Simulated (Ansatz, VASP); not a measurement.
# Pt: VASP beside Ansatz

File INCAR:

```
  ALGO = Normal
  DIPOL = 0.5 0.5 0.500
  EDIFF = 1E-6
  ENCUT = 520
  GGA = CA
  IDIPOL = 3
  ISIF = 2
  ISMEAR = -1
  LASPH = T
  LCHARG = T
  LDIPOL = T
  LELF = T
  LREAL = F
  LVACPOTAV = T
  LVHAR = T
  LWAVE = F
  NBANDS = 33
  NELM = 60
  PREC = Accurate
  SIGMA = 0.05
```

KPOINTS

```
k-points
0
Gamma
  17 17 1
```

Contents of POSCAR:

```
Pt
1.0
    2.7534029158      0.0000000000      0.0000000000
   -1.3767014579      2.3845168720      0.0000000000
    0.0000000000      0.0000000000     24.9926000000
Pt
5
Direct
    0.8333333330      0.1666666670      0.3200952230
    0.1666666670      0.8333333330      0.4100476112
    0.5000000000      0.5000000000      0.5000000000
    0.8333333330      0.1666666670      0.5899523888
    0.1666666670      0.8333333330      0.6799047770
```

Input for Ansatz:

```yaml
crystal:
  lattice:
    - [2.7534029158, 0.0, 0.0]
    - [-1.3767014579, 2.384516872, 0.0]
    - [0.0, 0.0, 24.9926]
  atoms:
    - { symbol: Pt, position: [0.833333333, 0.166666667, 0.320095223] }
    - { symbol: Pt, position: [0.166666667, 0.833333333, 0.4100476112] }
    - { symbol: Pt, position: [0.5, 0.5, 0.5] }
    - { symbol: Pt, position: [0.833333333, 0.166666667, 0.5899523888] }
    - { symbol: Pt, position: [0.166666667, 0.833333333, 0.679904777] }
kpoints:
  mp_grid: { grid: [17, 17, 1] }
scf:
  occupations: { method: fermi_dirac, width: 0.05 }
hamiltonian:
  xc: lda
  pseudopotentials: { kind: paw }
output:
  forces: true
  stress: true
  eigenvalues: true
  populations: true
efield:
  axis: 3
  amplitude: 0
  dipole_correction: true
```

Alike in both runs: task single point; functional LDA; k mesh 17 × 17 × 1; occupations fermi-dirac, width 0.05 eV; no spin polarisation.

|  | VASP | Ansatz |
| --- | --- | --- |
| version | VASP 6.6.1 | Ansatz 0.2.0 |
| potentials or method | VASP PAW LDA potentials, release 64 (Pt) | PAW with Ansatz's default frozen-core files, scalar-relativistic |
| plane-wave cutoff (eV) | 520 | 420 |
| valence electrons in the cell | 50 | 90 |

```tsv
	VASP	Ansatz	Ansatz less VASP
rms of the force components (eV/Å)	0.094	0.094	-0.0001
```

LDA's correlation is that of Perdew and Zunger in VASP and of Perdew and Wang (1992) in Ansatz. Atom by atom the forces differ by 0.010 eV/Å (rms over components). VASP's potentials hold 50 valence electrons a cell and Ansatz's 90, so a difference there can come from the potentials and not from the codes.

Neither program's run includes spin-orbit coupling.
